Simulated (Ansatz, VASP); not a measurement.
# In in VASP and in Ansatz

```
In
1.0
     1.69445    0.97829    8.31181
    -1.69445    0.97829    8.31181
     0.00000   -1.95658    8.31181
In
3
Direct
  0.00000 0.00000 0.00000
  0.77813 0.77813 0.77813
  0.22187 0.22187 0.22187
```

Alike in both runs: functional PBE; k mesh 15 × 15 × 15; occupations gaussian, width 0.1 eV; no spin polarisation.

Ansatz relaxed the structure, and its values are those at the end. VASP's run is a single point on that final structure, the one shown.

|  | VASP | Ansatz |
| --- | --- | --- |
| version | VASP 6.6.1 | Ansatz 0.2.0 |
| potentials or method | VASP PAW PBE potentials, release 64 (In_d), cutoff 520 eV | scalar-relativistic, plane waves, PAW |
| valence electrons in the cell | 39 | 39 |

```csv
,VASP,Ansatz,Ansatz less VASP
gap on the k mesh at the Fermi level (eV),none,none,-
pressure (GPa),0.0,0.0,+0.03
```

A gap of «none» marks a metal or a gap that the smearing closes. The functional is the same, so the differences come from potentials, cutoffs and numerics.
